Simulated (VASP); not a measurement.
A run of VASP 6.6.1:

Contents of INCAR:

```
ALGO = Normal
EDIFF = 1E-6
ENCUT = 500
GGA = PE
GGA_COMPAT = F
ISIF = 2
ISMEAR = -1
LASPH = T
LCHARG = F
LREAL = F
LWAVE = F
NBANDS = 9
NELM = 120
PREC = Accurate
SIGMA = 0.15
```

KPOINTS

```
k-points
0
Gamma
  16 16 16
```

Contents of POSCAR:

```
S
1.0
    1.6766182411      0.9679959969      0.8226133829
   -1.6766182411      0.9679959969      0.8226133829
    0.0000000000     -1.9359919835      0.8226133829
S
1
Direct
    0.0000000000      0.0000000000      0.0000000000
```

Potentials or basis: VASP PAW PBE potentials, release 64 (S).

Command:

```bash
$ cat potpaw_PBE.64/S/POTCAR > POTCAR
$ mpirun -np 1 vasp_std > vasp.out
```

Hardware: 1 thread of Intel(R) Xeon(R) 6975P-C (Granite Rapids) (shared host).

Task: Estimate the wall time of this run.

Result: It took 5.5 s on 1 thread of Intel(R) Xeon(R) 6975P-C (Granite Rapids), on a shared host, peak memory 0.13 GiB. Counts: scf iterations 10, k points 417.
